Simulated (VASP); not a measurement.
# Na (P2_1/m) in VASP: notebook

Na is run at these levels: PBE; tasks: single point.

Program: VASP 6.6.1. These are calculated values, not measurements. Logs are shortened: lines on timing, memory, paths and dates and some standing lists are left out, and cuts for length are marked.

## Step 1: The cell of the first run

Symmetry: P2_1/m, No. 11, monoclinic system. Conventional cell: a = 3.702 Å, b = 6.154 Å, c = 3.768 Å, α = 90.00°, β = 118.27°, γ = 90.00°. Within 4.9 Å of Na (site symmetry m) lie 12 Na at 3.70 to 3.83 Å.

## Step 2: Single point, PBE (xy shear strain of -4 %)

File INCAR:

```
SYSTEM = Na
ALGO = Normal ; EDIFF = 1E-6
ENCUT = 520 ; GGA = PE
ISIF = 2 ; ISMEAR = -1
LASPH = .TRUE. ; LCHARG = .FALSE.
LREAL = .FALSE. ; LWAVE = .FALSE.
NBANDS = 14 ; NELM = 60
PREC = Accurate ; SIGMA = 0.05
```

File KPOINTS:

```
k-points
0
G
  11 11 6
  0 0 0
```

File POSCAR:

```
Na
1.0
    3.7670009976     -0.0753400200      0.0000000000
   -1.9487468700      3.2999885700      0.0000000000
    0.0000000000      0.0000000000      6.1540000000
Na
2
Direct
    0.3333333333      0.6666666667      0.2500000000
    0.6666666667      0.3333333333      0.7500000000
```

Potentials or basis: VASP PAW PBE potentials, release 64 (Na_pv).

Started as:

```sh
> cat potpaw_PBE.64/Na_pv/POTCAR > POTCAR
> mpirun -np 1 vasp_std > vasp.out
```

OUTCAR:

```text
SYSTEM = Na
   EDIFF = 1E-6
   ENCUT = 520
   GGA = PE
   ISIF = 2
   ISMEAR = -1
   LASPH = .TRUE.
   LREAL = .FALSE.
   NELM = 60
   PREC = Accurate

 ion  position               nearest neighbor table
   1  0.333  0.667  0.250-
   2  0.667  0.333  0.750-

  LATTYP: Found a simple monoclinic cell.
 ALAT       =     3.7019462913
 B/A-ratio  =     1.6623687962
 C/A-ratio  =     1.0177766034
 COS(beta)  =    -0.4736455830

  Lattice vectors:

 A1 = (   1.8182541276,   3.2246485500,   0.0000000000)
 A2 = (   0.0000000000,   0.0000000000,  -6.1540000000)
 A3 = (  -3.7670009976,   0.0753400200,   0.0000000000)

Analysis of symmetry for initial positions (statically):
=====================================================================
 Subroutine PRICEL returns:
 Original cell was already a primitive cell.

 Routine SETGRP: Setting up the symmetry group for a
 simple monoclinic supercell.

 Subroutine GETGRP returns: Found  4 space group operations
 (whereof  2 operations were pure point group operations)
 out of a pool of  4 trial point group operations.

The static configuration has the point symmetry S_2 .
 The point group associated with its full space group is C_2h.

Analysis of symmetry for dynamics (positions and initial velocities):
=====================================================================
 Subroutine PRICEL returns:
 Original cell was already a primitive cell.

 Routine SETGRP: Setting up the symmetry group for a
 simple monoclinic supercell.

 Subroutine GETGRP returns: Found  4 space group operations
 (whereof  2 operations were pure point group operations)
 out of a pool of  4 trial point group operations.

The dynamic configuration has the point symmetry S_2 .
 The point group associated with its full space group is C_2h.

 Subroutine INISYM returns: Found  4 space group operations
 (whereof  2 operations are pure point group operations),
 and found     1 'primitive' translations

----------------------------------------------------------------------------------------

                                     Primitive cell

  volume of cell :      75.5972

  direct lattice vectors                    reciprocal lattice vectors
     3.767000998 -0.075340020  0.000000000     0.268635922  0.158637947  0.000000000
    -1.948746870  3.299988570  0.000000000     0.006133062  0.306653119  0.000000000
     0.000000000  0.000000000  6.154000000     0.000000000  0.000000000  0.162495938

  length of vectors
     3.767754322  3.832432508  6.154000000     0.311979578  0.306714443  0.162495938

  position of ions in fractional coordinates (direct lattice)
     0.333333333  0.666666667  0.250000000
     0.666666667  0.333333333  0.750000000

  ion indices of the primitive-cell ions
   primitive index   ion index
                 1           1
                 2           2

----------------------------------------------------------------------------------------

 KPOINTS: k-points

Automatic generation of k-mesh.
 Grid dimensions read from file:
 generate k-points for:   11   11    6

 Generating k-lattice:

  Cartesian coordinates                     Fractional coordinates (reciprocal lattice)
     0.024421447  0.014421632  0.000000000     0.090909091  0.000000000  0.000000000
     0.000557551  0.027877556  0.000000000     0.000000000  0.090909091  0.000000000
     0.000000000  0.000000000  0.027082656     0.000000000  0.000000000  0.166666667

  Length of vectors
     0.028361780  0.027883131  0.027082656

  Shift w.r.t. Gamma in fractional coordinates (k-lattice)
     0.000000000  0.000000000  0.000000000

 Subroutine IBZKPT returns following result:
 ===========================================

 Found    244 irreducible k-points:

 Following reciprocal coordinates:
            Coordinates               Weight
  0.000000  0.000000  0.000000      1.000000
  0.090909 -0.000000  0.000000      2.000000
  0.181818 -0.000000  0.000000      2.000000
  0.272727 -0.000000  0.000000      2.000000
  0.363636  0.000000  0.000000      2.000000
  0.454545 -0.000000  0.000000      2.000000
[... 16 lines left out ...]
  0.454545  0.181818  0.000000      2.000000
 -0.454545  0.181818  0.000000      2.000000
 [... further k-points ...]
   k-points           NKPTS =    244   k-points in BZ     NKDIM =    244   number of bands    NBANDS=     14
   number of dos      NEDOS =    301   number of ions     NIONS =      2
   total plane-waves  NPLWV =  40320
   dimension x,y,z NGX =    28 NGY =   30 NGZ =   48
   dimension x,y,z NGXF=    56 NGYF=   60 NGZF=   96
   ions per type =               2
   NGX,Y,Z   is equivalent  to a cutoff of  12.35, 13.01, 12.97 a.u.
   NGXF,Y,Z  is equivalent  to a cutoff of  24.71, 26.03, 25.93 a.u.
 SYSTEM =  Na
   PREC   = accura    normal or accurate (medium, high low for compatibility)
   ISTART =      0    job   : 0-new  1-cont  2-samecut
   ICHARG =      2    charge: 1-file 2-atom 10-const
   ISPIN  =      1    spin polarized calculation?
   LNONCOLLINEAR =      F non collinear calculations
   LSORBIT =      F    spin-orbit coupling
   LASPH  =      T    aspherical Exc in radial PAW
   ENCUT  =  520.0 eV  38.22 Ry    6.18 a.u.   7.01  7.13 11.44*2*pi/ulx,y,z
   NELM   =     60;   NELMIN=  2; NELMDL= -5     # of ELM steps
   EDIFF  = 0.1E-05   stopping-criterion for ELM
   LREAL  =      F    real-space projection
   EDIFFG = 0.1E-04   stopping-criterion for IOM
   NSW    =      0    number of steps for IOM
   IBRION =     -1    ionic relax: 0-MD 1-quasi-New 2-CG
   NFREE  =      0    steps in history (QN), initial steepest desc. (CG)
   ISIF   =      2    stress and relaxation
   ISYM   =      2    0-nonsym 1-usesym 2-fastsym
   POTIM  = 0.5000    time-step for ionic-motion
   TEBEG  =    0.0;   TEEND  =   0.0 temperature during run
   PSTRESS=    0.0 pullay stress
   NELECT =      14.0000    total number of electrons
   NUPDOWN=      -1.0000    fix difference up-down
   EMIN   =  10.00;   EMAX   =-10.00  energy-range for DOS
   EFERMI =   0.00;   METHOD = LEGACY
   ISMEAR =    -1;   SIGMA  =   0.05  broadening in eV -4-tet -1-fermi 0-gaus
   EFERMI_NEDOS =   21; number of points for ismear=-14 and -15
   IALGO  =     38    algorithm
   IMIX   =      4    mixing-type and parameters
     AMIX     =   0.40;   BMIX     =  1.00
     AMIX_MAG =   1.60;   BMIX_MAG =  1.00
  volume/ion in A,a.u.               =      37.80       255.08
  Fermi-wavevector in a.u.,A,eV,Ry     =   0.933144  1.763387 11.847391  0.870759
  Thomas-Fermi vector in A             =   2.059816
   LORBIT       =      0    0 simple, 1 ext, 2 COOP (PROOUT), +10 PAW based schemes
   GGA     = PE    functional components
   LHFCALC =     F    Hartree Fock is set to
   AEXX    =    0.0000 exact exchange contribution
   IVDW    =     0    specifies the selected vdW correction
   LEPSILON=     F    determine dielectric tensor
   LRPA    =     F    only Hartree local field effects (RPA)
 non-spin polarized calculation
  energy-cutoff  :      520.00
  volume of cell :       75.60
 maximum number of plane-waves:      2058
   NGX = 13   NGY = 15   NGZ = 23

 number of electron      14.0000004 magnetization

 Free energy of the ion-electron system (eV)
  ---------------------------------------------------
  ext. energy  EPLUGINS =         0.00000000
  ---------------------------------------------------
  free energy    TOTEN  =        -2.62056471 eV

  energy without entropy =       -2.61020959  energy(sigma->0) =       -2.61538715

 E-fermi :   0.2914     XC(G=0):  -6.4512

 val. band max:        0.2837979752   @ k =   0.1818  -0.0000   0.1667
 cond. band min:       0.2958718876   @ k =  -0.3636   0.2727   0.3333
 fundamental gap:      0.0120739124
 Fermi energy:         0.2914451181

 k-point     1 :       0.0000    0.0000    0.0000
  band No.  band energies     occupation
      1     -24.6716      2.00000
      2     -24.6448      2.00000
      3     -24.6439      2.00000
      4     -24.6402      2.00000
      5     -24.6393      2.00000
      6     -24.6391      2.00000
      7      -2.9651      2.00000
      8       0.8237      0.00005
      9       1.2102      0.00000
     10       9.8250      0.00000
     11      10.1092      0.00000
     12      10.4445      0.00000
     13      10.5657      0.00000
     14      10.9494      0.00000

 k-point     2 :       0.0909   -0.0000    0.0000
  band No.  band energies     occupation
      1     -24.6707      2.00000
      2     -24.6469      2.00000
      3     -24.6446      2.00000
      4     -24.6423      2.00000
      5     -24.6398      2.00000
      6     -24.6394      2.00000
      7      -2.8401      2.00000
      8       0.9349      0.00001
      9       1.3322      0.00000
     10       8.6538      0.00000
     11       9.0024      0.00000
     12       9.6370      0.00000
     13      11.1691      0.00000
     14      11.5232      0.00000

 k-point     3 :       0.1818   -0.0000    0.0000
  band No.  band energies     occupation
      1     -24.6681      2.00000
      2     -24.6525      2.00000
      3     -24.6482      2.00000
      4     -24.6464      2.00000
      5     -24.6409      2.00000
      6     -24.6404      2.00000
      7      -2.4668      2.00000
      8       1.2691      0.00000
      9       1.6922      0.00000
     10       6.6107      0.00000
     11       8.1671      0.00000
     12       8.5828      0.00000
     13       9.9591      0.00000
     14      10.9189      0.00000
[... 324 lines left out ...]
 k-point    23 :       0.4545    0.1818    0.0000
  band No.  band energies     occupation
      1     -24.6685      2.00000
      2     -24.6634      2.00000
      3     -24.6554      2.00000
      4     -24.6553      2.00000
      5     -24.6487      2.00000
      6     -24.6481      2.00000
      7       0.3629      0.38670
      8       1.7197      0.00000
      9       3.5745      0.00000
     10       3.9033      0.00000
     11       4.7421      0.00000
     12       5.2312      0.00000
     13       6.3326      0.00000
     14       7.2326      0.00000

 k-point    24 :      -0.4545    0.1818    0.0000
  band No.  band energies     occupation
      1     -24.6648      2.00000
      2     -24.6611      2.00000
      3     -24.6589      2.00000
      4     -24.6533      2.00000
      5     -24.6475      2.00000
      6     -24.6455      2.00000
      7      -0.6953      2.00000
      8       2.8969      0.00000
      9       2.9164      0.00000
     10       3.5226      0.00000
     11       4.4027      0.00000
     12       6.7083      0.00000
     13       7.4339      0.00000
     14       7.5373      0.00000

 [... further k-points ...]

------------------------ aborting loop because EDIFF is reached ----------------------------------------

  FORCE on cell =-STRESS in cart. coord.  units (eV):
  Direction    XX          YY          ZZ          XY          YZ          ZX
  --------------------------------------------------------------------------------------
  -------------------------------------------------------------------------------------
  Total       -0.1013484     -0.0943425      0.0097156      0.0379175      0.0000000      0.0000000
  in kB       -2.1479380     -1.9994570      0.2059089      0.8036074      0.0000000      0.0000000
  external PRESSURE =      -1.3138287 kB  Pullay stress =       0.0000000 kB

 VOLUME and BASIS-vectors are now :
 -----------------------------------------------------------------------------
  energy-cutoff  :      520.00
  volume of cell :       75.60
      direct lattice vectors                 reciprocal lattice vectors
     3.767000998 -0.075340020  0.000000000     0.268635922  0.158637947  0.000000000
    -1.948746870  3.299988570  0.000000000     0.006133062  0.306653119  0.000000000
     0.000000000  0.000000000  6.154000000     0.000000000  0.000000000  0.162495938

 POSITION                                       TOTAL-FORCE (eV/Angst)
 -----------------------------------------------------------------------------------
     -0.04350      2.17488      1.53850         0.013977     -0.000183      0.000000
      1.86175      1.04977      4.61550        -0.013977      0.000183      0.000000
 -----------------------------------------------------------------------------------
    total drift:                                0.000000     -0.000000      0.000000

  FREE ENERGIE OF THE ION-ELECTRON SYSTEM (eV)
  ---------------------------------------------------
  free  energy   TOTEN  =        -2.6205647054 eV

  energy  without entropy=       -2.6102095867  energy(sigma->0) =       -2.61538715
```

Run time: 49 s. Hardware: 1 thread of Intel Xeon 6975P-C (Granite Rapids), shared host; peak memory 0.31 GiB.

What came out:

```yaml
Free_energy: -2.6206 eV
Pressure: -0.1 GPa
Largest_force: 0.014 eV/Å
Band_gap_on_the_k_mesh: zero (bands 7 and 8 overlap by 4.06 eV)
```

Forces in eV/Å, atoms in the order of the input:
```
Na   0.014  0.000  0.000
Na  -0.014  0.000  0.000
```

Stress tensor (GPa, compression positive):
```
-0.21  0.08  0.00
 0.08 -0.20  0.00
 0.00  0.00  0.02
```

Caveat: the cell differs from its parent crystal (xy shear strain of -4 %).

## Step 3: Single point, PBE (0.0, 0.0] A)

File INCAR:

```
SYSTEM = Na
ALGO = Normal
EDIFF = 1E-7
ENCUT = 520
GGA = PE
ISIF = 2
ISMEAR = -1
LASPH = .True.
LCHARG = .True.
LELF = .True.
LREAL = .False.
LVHAR = .True.
LWAVE = .False.
NBANDS = 14
NELM = 100
PREC = Accurate
SIGMA = 0.05
```

File KPOINTS:

```
k-points
0
Gamma
  11 11 6
  0 0 0
```

File POSCAR:

```
Na
1.0
    3.7670009976      0.0000000000      0.0000000000
   -1.8835004988      3.2623185600      0.0000000000
    0.0000000000      0.0000000000      6.1540000000
Na
2
Direct
    0.3545703863      0.6666666667      0.2500000000
    0.6666666667      0.3333333333      0.7500000000
```

Potentials or basis: VASP PAW PBE potentials, release 64 (Na_pv).

Started as:

```sh
> cat potpaw_PBE.64/Na_pv/POTCAR > POTCAR
> mpirun -np 1 vasp_std > vasp.out
```

Wall time 57 s (1 thread of Intel Xeon 6975P-C (Granite Rapids), shared host); peak memory 0.3 GiB.

The run converged. Its results:

- Free energy: -2.6208 eV
- Pressure: -0.1 GPa
- Largest force: 0.010 eV/Å
- Band gap on the k mesh: zero (bands 7 and 8 overlap by 3.99 eV)

Forces on the atoms (eV/Å):
```
Na  -0.010  0.001  0.000
Na   0.010 -0.001  0.000
```

Stress tensor (GPa, compression positive):
```
-0.23 -0.06  0.00
-0.06 -0.23  0.00
 0.00  0.00  0.05
```

Levels at points of the mesh, in eV from the Fermi level:
| k point | band 5 | band 6 | band 7 | band 8 | band 9 | band 10 |
| --- | --- | --- | --- | --- | --- | --- |
| (0.00, 0.00, 0.00) | -24.93 | -24.93 | -3.26 | 0.53 | 0.92 | 9.83 |
| (0.00, 0.00, 0.50) | -24.94 | -24.94 | -2.24 | -2.24 | 5.43 | 5.43 |

Caveat: the cell differs from its parent crystal (0.0, 0.0] A).

The gap in the log of VASP goes by the Fermi energy; the results here count the filled bands.